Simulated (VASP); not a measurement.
# BN (P1) in VASP: single point with PBE

Aim: the single point of BN with PBE.

Program: VASP 6.6.1. These are calculated values, not measurements. Logs are shortened: lines on timing, memory, paths and dates and some standing lists are left out, and cuts for length are marked.

## (1) The cell of the first run

The typed cell holds 4 atoms: a = 2.424 Å, b = 2.572 Å, c = 6.462 Å, α = 99.69°, β = 91.14°, γ = 118.32°.

## (2) Single point, PBE (atoms moved at random and the cell strained at random)

INCAR reads:

```
SYSTEM = BN
PREC = Accurate ; ENCUT = 520
EDIFF = 1E-6 ; ISMEAR = 0
SIGMA = 0.05 ; LREAL = .FALSE.
LASPH = .TRUE. ; NELM = 80
ALGO = Normal ; ISIF = 2
LWAVE = .FALSE. ; LCHARG = .FALSE.
GGA = PE ; NBANDS = 16
```

KPOINTS reads:

```
regular mesh
0
G
  12 12 4
  0 0 0
```

POSCAR reads:

```
BN
1.0
    2.4236696851     -0.0057740119     -0.0244579324
   -1.2168352835      2.2560560920     -0.2089881462
   -0.0650637856     -0.6795284982      6.4256820222
B N
2 2
Direct
    0.4248970793      0.6190015002      0.2736684756
    0.8043215525      0.4915242574      0.7194171480
    0.2470195481      0.6727390777      0.7505484063
    0.5237618202      0.2167351646      0.2563659700
```

Potentials or basis: VASP PAW PBE potentials, release 64 (B, N).

Launch:

```
> cat potpaw_PBE.64/B/POTCAR potpaw_PBE.64/N/POTCAR > POTCAR
> mpirun -np 1 vasp_std > vasp.out
```

OUTCAR:

```text
SYSTEM = BN
   PREC = Accurate
   ENCUT = 520
   EDIFF = 1E-6
   ISMEAR = 0
   LREAL = .FALSE.
   LASPH = .TRUE.
   NELM = 80
   ISIF = 2
   GGA = PE

 ion  position               nearest neighbor table
   1  0.425  0.619  0.274-   4 1.16   4 1.46   4 1.91
   2  0.804  0.492  0.719-   3 0.95   3 1.63   3 1.94
   3  0.247  0.673  0.751-   2 0.95   2 1.63   2 1.94
   4  0.524  0.217  0.256-   1 1.16   1 1.46   1 1.91

 -----------------------------------------------------------------------------
|                                                                             |
|           W    W    AA    RRRRR   N    N  II  N    N   GGGG   !!!           |
|           W    W   A  A   R    R  NN   N  II  NN   N  G    G  !!!           |
|           W    W  A    A  R    R  N N  N  II  N N  N  G       !!!           |
|           W WW W  AAAAAA  RRRRR   N  N N  II  N  N N  G  GGG   !            |
|           WW  WW  A    A  R   R   N   NN  II  N   NN  G    G                |
|           W    W  A    A  R    R  N    N  II  N    N   GGGG   !!!           |
|                                                                             |
|     The distance between some ions is very small. Please check the          |
|     nearest-neighbor list in the OUTCAR file.                               |
|     I HOPE YOU KNOW WHAT YOU ARE DOING!                                     |
|                                                                             |
 -----------------------------------------------------------------------------

  LATTYP: Found a triclinic cell.
 ALAT       =     2.5641208600
 B/A-ratio  =     0.9452752416
 C/A-ratio  =     2.5200997853
 COS(alpha) =     0.0198521437
 COS(beta)  =     0.1875619272
 COS(gamma) =     0.4694648138

  Lattice vectors:

 A1 = (   1.2068344016,   2.2502820801,  -0.2334460786)
 A2 = (   2.4236696851,  -0.0057740119,  -0.0244579324)
 A3 = (   0.0650637856,   0.6795284982,  -6.4256820222)

Analysis of symmetry for initial positions (statically):
=====================================================================
 Subroutine PRICEL returns:
 Original cell was already a primitive cell.

 Routine SETGRP: Setting up the symmetry group for a
 triclinic supercell.

 Subroutine GETGRP returns: Found  1 space group operations
 (whereof  1 operations were pure point group operations)
 out of a pool of  2 trial point group operations.

The static configuration has the point symmetry C_1 .

Analysis of symmetry for dynamics (positions and initial velocities):
=====================================================================
 Subroutine PRICEL returns:
 Original cell was already a primitive cell.

 Routine SETGRP: Setting up the symmetry group for a
 triclinic supercell.

 Subroutine GETGRP returns: Found  1 space group operations
 (whereof  1 operations were pure point group operations)
 out of a pool of  2 trial point group operations.

The dynamic configuration has the point symmetry C_1 .

 Subroutine INISYM returns: Found  1 space group operations
 (whereof  1 operations are pure point group operations),
 and found     1 'primitive' translations

----------------------------------------------------------------------------------------

                                     Primitive cell

  volume of cell :      34.7220

  direct lattice vectors                    reciprocal lattice vectors
     2.423669685 -0.005774012 -0.024457932     0.413417864  0.225580303  0.028041658
    -1.216835284  2.256056092 -0.208988146     0.001547200  0.448480779  0.047443390
    -0.065063786 -0.679528498  6.425682022     0.001623904  0.015444959  0.157275281

  length of vectors
     2.423799965  2.571799612  6.461840429     0.471791414  0.450985896  0.158040178

  position of ions in fractional coordinates (direct lattice)
     0.424897079  0.619001500  0.273668476
     0.804321552  0.491524257  0.719417148
     0.247019548  0.672739078  0.750548406
     0.523761820  0.216735165  0.256365970

  ion indices of the primitive-cell ions
   primitive index   ion index
                 1           1
                 2           2
                 3           3
                 4           4

----------------------------------------------------------------------------------------

 KPOINTS: regular mesh

Automatic generation of k-mesh.
 Grid dimensions read from file:
 generate k-points for:   12   12    4

 Generating k-lattice:

  Cartesian coordinates                     Fractional coordinates (reciprocal lattice)
     0.034451489  0.018798359  0.002336805     0.083333333  0.000000000 -0.000000000
     0.000128933  0.037373398  0.003953616    -0.000000000  0.083333333  0.000000000
     0.000405976  0.003861240  0.039318820    -0.000000000  0.000000000  0.250000000

  Length of vectors
     0.039315951  0.037582158  0.039510045

  Shift w.r.t. Gamma in fractional coordinates (k-lattice)
     0.000000000  0.000000000  0.000000000

 Subroutine IBZKPT returns following result:
 ===========================================

 Found    292 irreducible k-points:

 Following reciprocal coordinates:
            Coordinates               Weight
  0.000000  0.000000  0.000000      1.000000
  0.083333 -0.000000  0.000000      2.000000
  0.166667 -0.000000 -0.000000      2.000000
  0.250000 -0.000000 -0.000000      2.000000
  0.333333 -0.000000 -0.000000      2.000000
  0.416667 -0.000000 -0.000000      2.000000
[... 16 lines left out ...]
  0.250000  0.166667 -0.000000      2.000000
  0.333333  0.166667 -0.000000      2.000000
 [... further k-points ...]
   k-points           NKPTS =    292   k-points in BZ     NKDIM =    292   number of bands    NBANDS=     16
   number of dos      NEDOS =    301   number of ions     NIONS =      4
   total plane-waves  NPLWV =  17280
   dimension x,y,z NGX =    18 NGY =   20 NGZ =   48
   dimension x,y,z NGXF=    36 NGYF=   40 NGZF=   96
   ions per type =               2   2
   NGX,Y,Z   is equivalent  to a cutoff of  12.35, 12.93, 12.35 a.u.
   NGXF,Y,Z  is equivalent  to a cutoff of  24.69, 25.86, 24.70 a.u.
 SYSTEM =  BN
   PREC   = accura    normal or accurate (medium, high low for compatibility)
   ISTART =      0    job   : 0-new  1-cont  2-samecut
   ICHARG =      2    charge: 1-file 2-atom 10-const
   ISPIN  =      1    spin polarized calculation?
   LNONCOLLINEAR =      F non collinear calculations
   LSORBIT =      F    spin-orbit coupling
   LASPH  =      T    aspherical Exc in radial PAW
   ENCUT  =  520.0 eV  38.22 Ry    6.18 a.u.   4.51  4.78 12.01*2*pi/ulx,y,z
   NELM   =     80;   NELMIN=  2; NELMDL= -5     # of ELM steps
   EDIFF  = 0.1E-05   stopping-criterion for ELM
   LREAL  =      F    real-space projection
   EDIFFG = 0.1E-04   stopping-criterion for IOM
   NSW    =      0    number of steps for IOM
   IBRION =     -1    ionic relax: 0-MD 1-quasi-New 2-CG
   NFREE  =      0    steps in history (QN), initial steepest desc. (CG)
   ISIF   =      2    stress and relaxation
   ISYM   =      2    0-nonsym 1-usesym 2-fastsym
   POTIM  = 0.5000    time-step for ionic-motion
   TEBEG  =    0.0;   TEEND  =   0.0 temperature during run
   PSTRESS=    0.0 pullay stress
   NELECT =      16.0000    total number of electrons
   NUPDOWN=      -1.0000    fix difference up-down
   EMIN   =  10.00;   EMAX   =-10.00  energy-range for DOS
   EFERMI =   0.00;   METHOD = LEGACY
   ISMEAR =     0;   SIGMA  =   0.05  broadening in eV -4-tet -1-fermi 0-gaus
   EFERMI_NEDOS =   21; number of points for ismear=-14 and -15
   IALGO  =     38    algorithm
   IMIX   =      4    mixing-type and parameters
     AMIX     =   0.40;   BMIX     =  1.00
     AMIX_MAG =   1.60;   BMIX_MAG =  1.00
  volume/ion in A,a.u.               =       8.68        58.58
  Fermi-wavevector in a.u.,A,eV,Ry     =   1.264484  2.389528 21.754625  1.598920
  Thomas-Fermi vector in A             =   2.397787
   LORBIT       =      0    0 simple, 1 ext, 2 COOP (PROOUT), +10 PAW based schemes
   GGA     = PE    functional components
   LHFCALC =     F    Hartree Fock is set to
   AEXX    =    0.0000 exact exchange contribution
   IVDW    =     0    specifies the selected vdW correction
   LEPSILON=     F    determine dielectric tensor
   LRPA    =     F    only Hartree local field effects (RPA)
 non-spin polarized calculation
 Gauss-broadening in eV      SIGMA  =   0.05
  energy-cutoff  :      520.00
  volume of cell :       34.72
 maximum number of plane-waves:       958
   NGX =  9   NGY =  9   NGZ = 25

 number of electron      16.0000000 magnetization

 Free energy of the ion-electron system (eV)
  ---------------------------------------------------
  ext. energy  EPLUGINS =         0.00000000
  ---------------------------------------------------
  free energy    TOTEN  =       -20.38550847 eV

  energy without entropy =      -20.38550847  energy(sigma->0) =      -20.38550847

 E-fermi :   4.4526     XC(G=0): -10.1745

 val. band max:        4.1436112487   @ k =   0.0000   0.0000   0.5000
 cond. band min:       5.7228383156   @ k =   0.5000   0.5000   0.5000
 fundamental gap:      1.5792270669
 Fermi energy:         4.4525723944

 k-point     1 :       0.0000    0.0000    0.0000
  band No.  band energies     occupation
      1     -15.4874      2.00000
      2     -14.6793      2.00000
      3      -4.5078      2.00000
      4      -3.5393      2.00000
      5      -2.0006      2.00000
      6      -1.9017      2.00000
[... 8 lines left out ...]
     15      16.8105      0.00000
     16      21.4000      0.00000

 k-point     2 :       0.0833   -0.0000    0.0000
  band No.  band energies     occupation
      1     -15.3417      2.00000
      2     -14.5829      2.00000
      3      -4.3415      2.00000
      4      -3.6505      2.00000
      5      -2.2288      2.00000
      6      -1.7056      2.00000
[... 8 lines left out ...]
     15      16.5835      0.00000
     16      21.0066      0.00000
[... 387 lines left out ...]
      5      -2.1489      2.00000
      6      -1.7751      2.00000
[... 8 lines left out ...]
     15      17.2453      0.00000
     16      18.5713      0.00000

 k-point    24 :       0.3333    0.1667   -0.0000
  band No.  band energies     occupation
      1     -12.9021      2.00000
      2     -12.4594      2.00000
      3      -5.7129      2.00000
      4      -4.4777      2.00000
      5      -3.8715      2.00000
      6      -1.9996      2.00000
[... 8 lines left out ...]
     15      17.3084      0.00000
     16      18.9188      0.00000

 [... further k-points ...]

------------------------ aborting loop because EDIFF is reached ----------------------------------------

  FORCE on cell =-STRESS in cart. coord.  units (eV):
  Direction    XX          YY          ZZ          XY          YZ          ZX
  --------------------------------------------------------------------------------------
  -------------------------------------------------------------------------------------
  Total       60.3882219     19.3853845      1.7580783     17.7740778      4.6586286      9.1225445
  in kB     2786.4956933    894.5004312     81.1230651    820.1498544    214.9632527    420.9418705
  external PRESSURE =    1254.0397298 kB  Pullay stress =       0.0000000 kB

 VOLUME and BASIS-vectors are now :
 -----------------------------------------------------------------------------
  energy-cutoff  :      520.00
  volume of cell :       34.72
      direct lattice vectors                 reciprocal lattice vectors
     2.423669685 -0.005774012 -0.024457932     0.413417864  0.225580303  0.028041658
    -1.216835284  2.256056092 -0.208988146     0.001547200  0.448480779  0.047443390
    -0.065063786 -0.679528498  6.425682022     0.001623904  0.015444959  0.157275281

 POSITION                                       TOTAL-FORCE (eV/Angst)
 -----------------------------------------------------------------------------------
      0.25878      1.20808      1.61875       -12.192006     10.945821     -1.147671
      1.30450      0.61540      4.50035       -64.513156    -26.832092     -7.053010
     -0.26875      1.00629      4.67615        64.537802     26.850207      7.198840
      0.98901      0.31173      1.58922        12.167361    -10.963937      1.001841
 -----------------------------------------------------------------------------------
    total drift:                                0.000554     -0.000269     -0.000339

  FREE ENERGIE OF THE ION-ELECTRON SYSTEM (eV)
  ---------------------------------------------------
  free  energy   TOTEN  =       -20.3855084709 eV

  energy  without entropy=      -20.3855084709  energy(sigma->0) =      -20.38550847
```

Wall time 95 s (1 thread of Intel Xeon Platinum 8375C at 2.90GHz (Ice Lake), shared host); peak memory 0.24 GiB.

Results:

| Property | Result |
| --- | --- |
| Free energy | -20.3855 eV |
| Pressure | 125.4 GPa |
| Largest force | 70.270 eV/Å |
| Band gap on the k mesh | 1.58 eV, indirect (least direct gap 3.34 eV) |

Forces in eV/Å, atoms in the order of the input:
```
B   -12.192  10.946  -1.148
B   -64.513 -26.832  -7.053
N    64.538  26.850   7.199
N    12.167 -10.964   1.002
```

Stress tensor (GPa, compression positive):
```
278.65  82.01  42.09
 82.01  89.45  21.50
 42.09  21.50   8.11
```

Caveat: the cell differs from its parent crystal (atoms moved at random and the cell strained at random); forces of over 1 eV/Å act on the atoms, so gaps and moduli don't describe the material at rest. A k mesh can miss the band edges.
